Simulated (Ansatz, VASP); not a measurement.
Two plane-wave programs on AgCl

```
Ag Cl
1.0
     0.00000    2.83349    2.83349
     2.83349    0.00000    2.83349
     2.83349    2.83349    0.00000
Ag Cl
1 1
Cartesian
  0.0000 0.0000 0.0000
  2.8335 2.8335 2.8335
```

Alike in both runs: task single point; functional PBE; k mesh 6 × 6 × 6; no spin polarisation.

|  | VASP | Ansatz |
| --- | --- | --- |
| version | VASP 6.6.1 | Ansatz 0.2.0 |
| potentials or method | VASP PAW PBE potentials, release 64 (Ag, Cl) | plane waves, PAW |
| plane-wave cutoff (eV) | 500 | 420 |
| occupations | gaussian, width 0.01 eV | fixed |
| valence electrons in the cell | 18 | 26 |

VASP gave:

```
gap on the k mesh at the Fermi level (eV) : 0.93
pressure (GPa)                            : -1.2
```

**Question.** What did Ansatz give for the same quantities?

**Answer.** gap on the k mesh at the Fermi level (eV): 0.94; pressure (GPa): -1.1.

VASP's potentials hold 18 valence electrons a cell and Ansatz's 26, so a difference there can come from the potentials and not from the codes.
